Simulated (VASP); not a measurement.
# Sr2BN (P-3m1) in VASP: a series of runs

Runs on Sr2BN. Level: PBE. Tasks: relaxation of cell and atoms, single point.

All numbers are computed with VASP 6.6.1; they aren't measurements. Logs are shortened: lines on timing, memory, paths and dates and some standing lists are left out, and cuts for length are marked.

## Step 1: The cell of the first run

Symmetry: P-3m1, No. 164, trigonal system. The conventional cell has a = 3.945 Å, b = 3.945 Å, c = 6.488 Å, α = 90.00°, β = 90.00°, γ = 120.00°. Within 3.7 Å of Sr (site symmetry 3m) lie 3 N at 2.70 Å and 3 B at 2.90 Å and 3 Sr at 3.69 Å. B (site symmetry -3m) has 6 Sr at 2.90 Å and 2 N at 3.24 Å and 6 B at 3.95 Å within 4.0 Å. N (site symmetry -3m) has 6 Sr at 2.70 Å and 2 B at 3.24 Å within 3.6 Å.

## Step 2: Relaxation of cell and atoms, PBE

The input, INCAR:

```
SYSTEM = Sr2BN
PREC     = Accurate       ! precision mode
ENCUT    = 600            ! plane-wave cutoff, eV
EDIFF    = 1E-6           ! SCF threshold, eV
ISMEAR   = 0              ! smearing method
SIGMA    = 0.1            ! smearing width, eV
LREAL    = .FALSE.        ! projectors in reciprocal space
LASPH    = .TRUE.         ! aspherical terms in the spheres
NELM     = 100            ! most SCF steps
ALGO     = Normal         ! electronic algorithm
ISIF     = 3              ! what is computed and relaxed
LWAVE    = .FALSE.        ! write WAVECAR
LCHARG   = .FALSE.        ! write CHGCAR
GGA      = PE             ! functional
IBRION   = 2              ! ionic algorithm
NSW      = 90             ! ionic steps
EDIFFG   = -0.04          ! ionic threshold
```

The input, KPOINTS:

```
regular mesh
0
G
  6 6 4
  0 0 0
```

The input, POSCAR:

```
Sr2BN
1.0
    3.9454813400      0.0000000000      0.0000000000
   -1.9727406700      3.4168870700      0.0000000000
    0.0000000000      0.0000000000      6.4884678300
Sr B N
2 1 1
Direct
    0.3333333300      0.6666666700      0.7766031900
    0.6666666700      0.3333333300      0.2233968100
    0.0000000000      0.0000000000      0.5000000000
    0.0000000000      0.0000000000      0.0000000000
```

Potentials or basis: VASP PAW PBE potentials, release 64 (Sr_sv, B, N).

Launch:

```sh
$ cat potpaw_PBE.64/Sr_sv/POTCAR potpaw_PBE.64/B/POTCAR potpaw_PBE.64/N/POTCAR > POTCAR
$ mpirun -np 1 vasp_std > vasp.out
```

OUTCAR:

```text
SYSTEM = Sr2BN
   PREC = Accurate
   ENCUT = 600
   EDIFF = 1E-6
   ISMEAR = 0
   LREAL = .FALSE.
   LASPH = .TRUE.
   NELM = 100
   ISIF = 3
   GGA = PE
   IBRION = 2
   NSW = 90
   EDIFFG = -0.04

 ion  position               nearest neighbor table
   1  0.333  0.667  0.777-   4 2.70   4 2.70   4 2.70   3 2.90   3 2.90   3 2.90   2 3.69   2 3.69
                             2 3.69   2 4.25   2 4.25   2 4.25
   2  0.667  0.333  0.223-   4 2.70   4 2.70   4 2.70   3 2.90   3 2.90   3 2.90   1 3.69   1 3.69
                             1 3.69   1 4.25   1 4.25   1 4.25
   3  0.000  0.000  0.500-   1 2.90   2 2.90   1 2.90   2 2.90   2 2.90   1 2.90
   4  0.000  0.000  0.000-   1 2.70   2 2.70   1 2.70   2 2.70   2 2.70   1 2.70

  LATTYP: Found a hexagonal cell.
 ALAT       =     3.9454813400
 C/A-ratio  =     1.6445313691

  Lattice vectors:

 A1 = (   3.9454813400,   0.0000000000,   0.0000000000)
 A2 = (  -1.9727406700,   3.4168870700,   0.0000000000)
 A3 = (   0.0000000000,   0.0000000000,   6.4884678300)

Analysis of symmetry for initial positions (statically):
=====================================================================
 Subroutine PRICEL returns:
 Original cell was already a primitive cell.

 Routine SETGRP: Setting up the symmetry group for a
 hexagonal supercell.

 Subroutine GETGRP returns: Found 12 space group operations
 (whereof 12 operations were pure point group operations)
 out of a pool of 24 trial point group operations.

The static configuration has the point symmetry D_3d.

Analysis of symmetry for dynamics (positions and initial velocities):
=====================================================================
 Subroutine PRICEL returns:
 Original cell was already a primitive cell.

 Routine SETGRP: Setting up the symmetry group for a
 hexagonal supercell.

 Subroutine GETGRP returns: Found 12 space group operations
 (whereof 12 operations were pure point group operations)
 out of a pool of 24 trial point group operations.

The dynamic configuration has the point symmetry D_3d.

 Subroutine INISYM returns: Found 12 space group operations
 (whereof 12 operations are pure point group operations),
 and found     1 'primitive' translations

----------------------------------------------------------------------------------------

                                     Primitive cell

  volume of cell :      87.4727

  direct lattice vectors                    reciprocal lattice vectors
     3.945481340  0.000000000  0.000000000     0.253454500  0.146332024  0.000000000
    -1.972740670  3.416887070  0.000000000     0.000000000  0.292664048  0.000000000
     0.000000000  0.000000000  6.488467830     0.000000000  0.000000000  0.154119590

  length of vectors
     3.945481340  3.945481339  6.488467830     0.292664048  0.292664048  0.154119590

  position of ions in fractional coordinates (direct lattice)
     0.333333330  0.666666670  0.776603190
     0.666666670  0.333333330  0.223396810
     0.000000000  0.000000000  0.500000000
     0.000000000  0.000000000  0.000000000

  ion indices of the primitive-cell ions
   primitive index   ion index
                 1           1
                 2           2
                 3           3
                 4           4

----------------------------------------------------------------------------------------

 KPOINTS: regular mesh

Automatic generation of k-mesh.
 Grid dimensions read from file:
 generate k-points for:    6    6    4

 Generating k-lattice:

  Cartesian coordinates                     Fractional coordinates (reciprocal lattice)
     0.042242417  0.024388671  0.000000000     0.166666667  0.000000000  0.000000000
     0.000000000  0.048777341  0.000000000     0.000000000  0.166666667  0.000000000
     0.000000000  0.000000000  0.038529897     0.000000000  0.000000000  0.250000000

  Length of vectors
     0.048777341  0.048777341  0.038529897

  Shift w.r.t. Gamma in fractional coordinates (k-lattice)
     0.000000000  0.000000000  0.000000000

 Subroutine IBZKPT returns following result:
[... 42 lines left out ...]
   EMIN   =  10.00;   EMAX   =-10.00  energy-range for DOS
   EFERMI =   0.00;   METHOD = LEGACY
   ISMEAR =     0;   SIGMA  =   0.10  broadening in eV -4-tet -1-fermi 0-gaus
   EFERMI_NEDOS =   21; number of points for ismear=-14 and -15
   IALGO  =     38    algorithm
   IMIX   =      4    mixing-type and parameters
     AMIX     =   0.40;   BMIX     =  1.00
     AMIX_MAG =   1.60;   BMIX_MAG =  1.00
  volume/ion in A,a.u.               =      21.87       147.57
  Fermi-wavevector in a.u.,A,eV,Ry     =   1.119876  2.116259 17.063368  1.254122
  Thomas-Fermi vector in A             =   2.256518
   LORBIT       =      0    0 simple, 1 ext, 2 COOP (PROOUT), +10 PAW based schemes
   GGA     = PE    functional components
   LHFCALC =     F    Hartree Fock is set to
   AEXX    =    0.0000 exact exchange contribution
   IVDW    =     0    specifies the selected vdW correction
   LEPSILON=     F    determine dielectric tensor
   LRPA    =     F    only Hartree local field effects (RPA)
 conjugate gradient relaxation of ions
 non-spin polarized calculation
 Gauss-broadening in eV      SIGMA  =   0.10
  energy-cutoff  :      600.00
  volume of cell :       87.47
 maximum number of plane-waves:      2952
   NGX = 15   NGY = 15   NGZ = 25

--------------------------------------- Ionic step        1  -------------------------------------------

 number of electron      28.0000000 magnetization

 Free energy of the ion-electron system (eV)
  ---------------------------------------------------
  ext. energy  EPLUGINS =         0.00000000
  ---------------------------------------------------
  free energy    TOTEN  =       -16.64002470 eV

  energy without entropy =      -16.62762832  energy(sigma->0) =      -16.63382651

------------------------ aborting loop because EDIFF is reached ----------------------------------------

  FORCE on cell =-STRESS in cart. coord.  units (eV):
  Direction    XX          YY          ZZ          XY          YZ          ZX
  --------------------------------------------------------------------------------------
  -------------------------------------------------------------------------------------
  Total       -0.4739997     -0.4739997      0.1500309      0.0000000      0.0000000     -0.0000000
  in kB       -8.6819225     -8.6819225      2.7480114      0.0000000      0.0000000     -0.0000000
  external PRESSURE =      -4.8719445 kB  Pullay stress =       0.0000000 kB
[... 61 lines left out ...]
  energy  without entropy=      -16.7105419300  energy(sigma->0) =      -16.71637668

--------------------------------------- Ionic step        3  -------------------------------------------

 number of electron      28.0000001 magnetization

 E-fermi :   2.2491     XC(G=0):  -9.2980

 val. band max:        2.2437015032   @ k =   0.1667   0.1667   0.5000
 cond. band min:       2.2522242776   @ k =   0.3333   0.1667   0.5000
 fundamental gap:      0.0085227745
 Fermi energy:         2.2490905261

 k-point     1 :       0.0000    0.0000    0.0000
  band No.  band energies     occupation
      1     -31.7057      2.00000
      2     -31.6133      2.00000
      3     -14.3382      2.00000
      4     -13.6238      2.00000
      5     -13.6238      2.00000
      6     -13.5304      2.00000
[... 10 lines left out ...]
     17       5.8446      0.00000
     18       6.6229      0.00000
[... 592 lines left out ...]
  energy  without entropy=      -16.7537250849  energy(sigma->0) =      -16.76038910

--------------------------------------- Ionic step        6  -------------------------------------------

 number of electron      28.0000000 magnetization

 Free energy of the ion-electron system (eV)
  ---------------------------------------------------
  ext. energy  EPLUGINS =         0.00000000
  ---------------------------------------------------
  free energy    TOTEN  =       -16.76988286 eV

  energy without entropy =      -16.75532345  energy(sigma->0) =      -16.76260315

 E-fermi :   2.0823     XC(G=0):  -9.1890

 val. band max:        2.0814296505   @ k =   0.3333   0.1667   0.5000
 cond. band min:       2.0925607070   @ k =   0.3333   0.0000   0.5000
 fundamental gap:      0.0111310565
 Fermi energy:         2.0823318102

 k-point     1 :       0.0000    0.0000    0.0000
  band No.  band energies     occupation
      1     -31.8960      2.00000
      2     -31.8148      2.00000
      3     -14.4787      2.00000
      4     -13.8043      2.00000
      5     -13.8043      2.00000
      6     -13.7232      2.00000
[... 10 lines left out ...]
     17       5.4875      0.00000
     18       6.4544      0.00000
[... 512 lines left out ...]
  FREE ENERGIE OF THE ION-ELECTRON SYSTEM (eV)
  ---------------------------------------------------
  free  energy   TOTEN  =       -16.7698828564 eV

  energy  without entropy=      -16.7553234479  energy(sigma->0) =      -16.76260315

 reached required accuracy - stopping structural energy minimisation
```

It took 2.7 min on 1 thread of Oxide Virtual Turin-like, shared host; peak memory 0.23 GiB.

Results:

| Quantity | Value |
| --- | --- |
| Free energy | -16.7699 eV |
| Relaxed volume | 22.03 Å³/atom |
| Relaxed cell | a = 3.894 Å, b = 3.894 Å, c = 6.711 Å, α = 90.00°, β = 90.00°, γ = 120.00° |
| Space group after relaxing (to 0.1 Å) | P-3m1 (No. 164) |
| Energy gained by relaxing | 32.5 meV/atom |
| Ionic steps | 6 |
| Pressure after relaxing | -0.1 GPa |
| Largest force after relaxing | 0.020 eV/Å |
| Band gap on the k mesh | zero (bands 14 and 15 overlap by 1.94 eV) |

Forces on the atoms (eV/Å):
```
Sr   0.000  0.000 -0.020
Sr   0.000  0.000  0.020
B    0.000  0.000  0.000
N    0.000  0.000  0.000
```

Stress tensor (GPa, compression positive):
```
-0.24  0.00  0.00
 0.00 -0.24  0.00
 0.00  0.00  0.08
```

Step by step:
| step | energy change (eV) | largest force (eV/Å) | pressure (GPa) | volume (Å³) |
| --- | --- | --- | --- | --- |
| 1 | 0.0000 | 1.0242 | -0.49 | 87.47 |
| 2 | -0.0822 | 0.5359 | 0.23 | 86.63 |
| 3 | -0.1104 | 0.0172 | 1.14 | 85.82 |
| 4 | -0.1262 | 0.0142 | -0.03 | 87.90 |
| 5 | -0.1270 | 0.0212 | -0.37 | 88.56 |
| 6 | -0.1299 | 0.0199 | -0.13 | 88.13 |

Final structure:
```
Sr B N
1.0
     3.89427    0.00000    0.00000
    -1.94714    3.37254    0.00000
     0.00000    0.00000    6.71061
Sr B N
2 1 1
Direct
  0.33333 0.66667 0.79427
  0.66667 0.33333 0.20573
  0.00000 0.00000 0.50000
  0.00000 0.00000 0.00000
```

## Step 3: Single point, PBE

This run uses another cell than the first one, of the same volume but with other edges.

The input, INCAR:

```
SYSTEM = Sr2BN
PREC     = Accurate       ! precision mode
ENCUT    = 520            ! plane-wave cutoff, eV
EDIFF    = 1E-7           ! SCF threshold, eV
ISMEAR   = 0              ! smearing method
SIGMA    = 0.1            ! smearing width, eV
LREAL    = .False.        ! projectors in reciprocal space
LASPH    = .True.         ! aspherical terms in the spheres
NELM     = 80             ! most SCF steps
ALGO     = Fast           ! electronic algorithm
ISIF     = 2              ! what is computed and relaxed
LWAVE    = .False.        ! write WAVECAR
LCHARG   = .False.        ! write CHGCAR
GGA      = PE             ! functional
NBANDS   = 22             ! bands
```

The input, KPOINTS:

```
Automatic mesh
0
Gamma
  12 12 8
  0 0 0
```

The input, POSCAR:

```
Sr2BN
1.0
    3.8822051623      0.0000000000      0.0000000000
   -1.9411025811      3.3620882933      0.0000000000
    0.0000000000      0.0000000000      6.7123606820
Sr B N
2 1 1
Direct
    0.3333333333      0.6666666667      0.7942475291
    0.6666666667      0.3333333333      0.2057524709
    0.0000000000      0.0000000000      0.5000000000
    0.0000000000      0.0000000000      0.0000000000
```

Potentials or basis: VASP PAW PBE potentials, release 64 (Sr_sv, B, N).

Launch:

```sh
$ cat potpaw_PBE.64/Sr_sv/POTCAR potpaw_PBE.64/B/POTCAR potpaw_PBE.64/N/POTCAR > POTCAR
$ mpirun -np 1 vasp_std > vasp.out
```

It took 5.4 min on 1 thread of Oxide Virtual Turin-like, shared host; peak memory 0.35 GiB.

It converged, with:

* Free energy: -16.7483 eV
* Pressure: 0.2 GPa
* Largest force: 0.032 eV/Å
* Band gap on the k mesh: zero (bands 14 and 15 overlap by 1.92 eV)

Forces in eV/Å, atoms in the order of the input:
```
Sr   0.000  0.000 -0.032
Sr   0.000  0.000  0.032
B    0.000  0.000  0.000
N    0.000  0.000  0.000
```

Levels at points of the mesh, in eV from the Fermi level:
```csv
k point,band 10,band 11,band 12,band 13,band 14,band 15,band 16,band 17,band 18,band 19
"(0.00, 0.00, 0.00)",-5.95,-2.62,-0.86,-0.86,1.26,1.52,1.52,3.37,4.34,4.45
"(0.50, 0.00, 0.00)",-5.12,-2.24,-1.14,-0.81,-0.80,1.01,1.15,1.95,5.02,5.10
"(0.00, 0.00, 0.50)",-6.11,-1.49,-0.86,-0.86,-0.71,1.31,1.31,4.45,4.52,5.47
"(0.50, 0.00, 0.50)",-5.21,-1.42,-1.34,-0.80,-0.71,-0.09,0.91,2.91,3.52,5.82
```

## Step 4: Single point, PBE, collinear spin, ferromagnetic start

The input, INCAR:

```
SYSTEM = Sr2BN
ALGO = Normal
EDIFF = 1E-6
ENCUT = 520
GGA = PE
ISIF = 2
ISMEAR = 0
ISPIN = 2
LASPH = .True.
LCHARG = .True.
LELF = .True.
LORBIT = 11
LREAL = .False.
LVHAR = .True.
LWAVE = .False.
MAGMOM = 0 0 0 1
NBANDS = 26
NELM = 150
PREC = Accurate
SIGMA = 0.1
```

The input, KPOINTS:

```
k-points
0
Gamma
  6 6 4
  0 0 0
```

The input, POSCAR:

```
Sr2BN
1.0
    3.9454813400      0.0000000000      0.0000000000
   -1.9727406700      3.4168870700      0.0000000000
    0.0000000000      0.0000000000      6.4884678300
Sr B N
2 1 1
Direct
    0.3333333300      0.6666666700      0.7766031900
    0.6666666700      0.3333333300      0.2233968100
    0.0000000000      0.0000000000      0.5000000000
    0.0000000000      0.0000000000      0.0000000000
```

Launch:

```sh
$ cat potpaw_PBE.64/Sr_sv/POTCAR potpaw_PBE.64/B/POTCAR potpaw_PBE.64/N/POTCAR > POTCAR
$ mpirun -np 1 vasp_std > vasp.out
```

Wall time 87 s (1 thread of Oxide Virtual Turin-like, shared host); peak memory 0.25 GiB.

The run converged. Its results:

- Free energy: -16.6515 eV
- Pressure: -0.5 GPa
- Largest force: 1.036 eV/Å
- Net moment: 0.25 μB per cell
- Site moments: Sr +0.02; B +0.13; N -0.08 μB
- Valence electrons inside the program's atomic spheres: Sr 8.06; B 1.51; N 3.51

Forces in eV/Å, atoms in the order of the input:
```
Sr   0.000  0.000  1.036
Sr   0.000  0.000 -1.036
B    0.000  0.000  0.000
N    0.000  0.000  0.000
```

Stress tensor (GPa, compression positive):
```
-0.89  0.00  0.00
 0.00 -0.89  0.00
 0.00  0.00  0.43
```

Levels at points of the mesh, in eV from the Fermi level:
Spin up:
| k point | band 10 | band 11 | band 12 | band 13 | band 14 | band 15 | band 16 | band 17 | band 18 | band 19 |
| --- | --- | --- | --- | --- | --- | --- | --- | --- | --- | --- |
| (0.00, 0.00, 0.00) | -6.02 | -2.60 | -0.57 | -0.57 | 1.04 | 1.04 | 1.57 | 3.54 | 4.14 | 4.54 |
| (0.50, 0.00, 0.00) | -5.37 | -2.23 | -1.18 | -0.69 | -0.62 | 0.69 | 1.35 | 1.91 | 5.28 | 5.29 |
| (0.00, 0.00, 0.50) | -6.23 | -0.98 | -0.89 | -0.56 | -0.56 | 0.81 | 0.81 | 4.40 | 4.63 | 5.65 |
| (0.50, 0.00, 0.50) | -5.46 | -1.41 | -1.22 | -0.57 | -0.48 | -0.26 | 0.54 | 3.25 | 3.27 | 5.93 |
Spin down:
```
           k point  band 12  band 13  band 14  band 15  band 16  band 17
(0.00, 0.00, 0.00)    -0.62    -0.62     1.17     1.17     1.77     3.59
(0.50, 0.00, 0.00)    -1.10    -0.70    -0.66     0.79     1.65     1.96
(0.00, 0.00, 0.50)    -0.62    -0.62    -0.40     0.95     0.95     4.50
(0.50, 0.00, 0.50)    -1.25    -0.79    -0.54     0.33     0.66     3.30
```

Caveat: a moment this small can come from the mesh or the smearing; forces of over 1 eV/Å act on the atoms, so gaps and moduli don't describe the material at rest.

## Step 5: Single point, PBE, collinear spin, ferromagnetic start

This run uses another cell than the first one, of the same volume but with other edges.

The input, INCAR:

```
SYSTEM = Sr2BN
PREC = Accurate
ENCUT = 520
EDIFF = 1E-6
ISMEAR = 0
SIGMA = 0.1
LREAL = .False.
LASPH = .True.
NELM = 150
ALGO = Fast
ISIF = 2
LWAVE = .False.
LCHARG = .False.
ISPIN = 2
MAGMOM = 0 0 0 1
LORBIT = 11
GGA = PE
NBANDS = 26
```

The input, KPOINTS:

```
Automatic mesh
0
Gamma
  6 6 4
  0 0 0
```

The input, POSCAR:

```
Sr2BN
1.0
    3.8861743787      0.0000000000      0.0000000000
   -1.9430871893      3.3655257355      0.0000000000
    0.0000000000      0.0000000000      6.6904540291
Sr B N
2 1 1
Direct
    0.3333333333      0.6666666667      0.7936859135
    0.6666666667      0.3333333333      0.2063140865
    0.0000000000      0.0000000000      0.5000000000
    0.0000000000      0.0000000000      0.0000000000
```

Launch:

```sh
$ cat potpaw_PBE.64/Sr_sv/POTCAR potpaw_PBE.64/B/POTCAR potpaw_PBE.64/N/POTCAR > POTCAR
$ mpirun -np 1 vasp_std > vasp.out
```

It took 2.1 min on 1 thread of Oxide Virtual Turin-like, shared host; peak memory 0.26 GiB.

Results (log left out):

```yaml
Free_energy: -16.7823 eV
Pressure: 0.2 GPa
Largest_force: 0.008 eV/Å
Net_moment: 0.22 μB per cell
Site_moments: Sr +0.01; B +0.11; N -0.06 μB
Valence_electrons_inside_the_program's_atomic_spheres: Sr 8.08; B 1.48; N 3.55
```

Forces on the atoms (eV/Å):
```
Sr   0.000  0.000 -0.008
Sr   0.000  0.000  0.008
B    0.000  0.000  0.000
N    0.000  0.000  0.000
```

Stress tensor (GPa, compression positive):
```
0.16 0.00 0.00
0.00 0.16 0.00
0.00 0.00 0.39
```

Levels at points of the mesh, in eV from the Fermi level:
Spin up:
| k point | band 11 | band 12 | band 13 | band 14 | band 15 | band 16 | band 17 | band 18 |
| --- | --- | --- | --- | --- | --- | --- | --- | --- |
| (0.00, 0.00, 0.00) | -2.70 | -0.86 | -0.86 | 1.15 | 1.41 | 1.41 | 3.35 | 4.24 |
| (0.50, 0.00, 0.00) | -2.30 | -1.22 | -0.82 | -0.81 | 0.92 | 1.01 | 1.89 | 4.98 |
| (0.00, 0.00, 0.50) | -1.43 | -0.94 | -0.87 | -0.87 | 1.20 | 1.20 | 4.42 | 4.46 |
| (0.50, 0.00, 0.50) | -1.43 | -1.40 | -0.73 | -0.71 | -0.37 | 0.81 | 2.86 | 3.46 |
Spin down:
```tsv
k point	band 11	band 12	band 13	band 14	band 15	band 16	band 17	band 18
(0.00, 0.00, 0.00)	-2.61	-0.90	-0.90	1.41	1.51	1.51	3.38	4.35
(0.50, 0.00, 0.00)	-2.26	-1.15	-0.85	-0.84	0.99	1.33	1.93	5.03
(0.00, 0.00, 0.50)	-1.58	-0.91	-0.91	-0.49	1.31	1.31	4.38	4.56
(0.50, 0.00, 0.50)	-1.45	-1.35	-0.92	-0.76	0.17	0.90	2.93	3.49
```

Caveat: a moment this small can come from the mesh or the smearing.

## Step 6: The runs side by side

```csv
task,spin,cell,k mesh,cutoff (eV),gap on the mesh (eV),pressure (GPa),moment (μB),largest force (eV/Å)
relaxation of cell and atoms,off,"relaxed from a = 3.945, b = 3.945, c = 6.488 Å, angles 90.0, 90.0, 120.0°, 4 atoms, atomic positions A",6 × 6 × 4,600,none,-0.1,-,0.02
single point,off,"a = 3.882, b = 3.882, c = 6.712 Å, angles 90.0, 90.0, 120.0°, 4 atoms, atomic positions B",12 × 12 × 8,520,none,0.2,-,0.03
single point,"collinear, ferromagnetic start","a = 3.945, b = 3.945, c = 6.488 Å, angles 90.0, 90.0, 120.0°, 4 atoms, atomic positions A",6 × 6 × 4,520,none,-0.5,0.25,1.04
single point,"collinear, ferromagnetic start","a = 3.886, b = 3.886, c = 6.690 Å, angles 90.0, 90.0, 120.0°, 4 atoms, atomic positions C",6 × 6 × 4,520,none,0.2,0.22,0.01
```

Alike in all rows: level PBE; potentials or basis VASP PAW PBE potentials, release 64 (Sr_sv, B, N); smearing gaussian 0.1 eV.

Caveats: a moment this small can come from the mesh or the smearing (at least some runs); forces of over 1 eV/Å act on the atoms, so gaps and moduli don't describe the material at rest (at least some runs).

Absolute energies hang on the potentials; compare differences alone.

The gap in the log of VASP goes by the Fermi energy; the results here count the filled bands.